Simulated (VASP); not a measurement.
Runs of VASP 6.6.1 on Ti2Cd. The structure is that of space group I4/mmm (No. 139), or close to it. The cells are those of the table. 

```tsv
cell	gap on the mesh (eV)	pressure (GPa)	largest force (eV/Å)
a = 7.073 Å, angles 156.6, 156.6, 33.3°, 3 atoms	none	-8.6	0.33
a = 6.914 Å, angles 156.4, 156.4, 33.6°, 3 atoms	none	(a)	0.13
a = 6.881 Å, angles 156.0, 156.0, 34.2°, 3 atoms	none	-5.9	0.13
a = 7.056 Å, angles 156.4, 156.4, 33.6°, 3 atoms	none	-9.4	0.33
```

Alike in all rows: task single point; level LDA; potentials or basis VASP PAW LDA potentials, release 64 (Ti_sv, Cd); no spin polarisation; k mesh 16 × 16 × 16; cutoff (eV) 520; smearing fermi-dirac 0.08 eV.

Problem. Fill in the values left out.

Solution. (a) -4.0.

Caveats: the cell stands under tension.

A k mesh can miss the band edges, and the runs leave out spin-orbit coupling on Cd.

A gap of «none» marks levels without a gap at the run's occupations.
